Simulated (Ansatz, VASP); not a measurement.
Zn: VASP beside Ansatz

```xyz
4
Lattice="2.6968 0.0000 0.0000 -1.3484 2.3355 0.0000 0.0000 0.0000 10.1053" Properties=species:S:1:pos:R:3 pbc="T T T"
Zn    2.6968    0.0000   10.1053
Zn    1.3484    2.3355    5.0527
Zn    0.0000    1.5570    2.5263
Zn    1.3484    0.7785    7.5790
```

Alike in both runs: task single point; functional RPBE; k mesh 15 × 15 × 4; occupations fermi-dirac, width 0.1 eV; no spin polarisation.

|  | VASP | Ansatz |
| --- | --- | --- |
| version | VASP 6.6.1 | Ansatz 0.2.0 |
| potentials or method | VASP PAW PBE potentials, release 64 (Zn), cutoff 520 eV | plane waves (420 eV) with PAW, scalar-relativistic |
| valence electrons in the cell | 48 | 48 |

VASP gave:

- pressure (GPa): 0.3
- traceless stress, the component that is largest in VASP (GPa): 1.37

Task: Estimate Ansatz's values.

Result: Pressure (GPa): 0.1; traceless stress, the component that is largest in VASP (GPa): 1.53.

VASP's potentials were made for PBE, not for RPBE. The functional is the same, so the differences come from potentials, cutoffs and numerics.
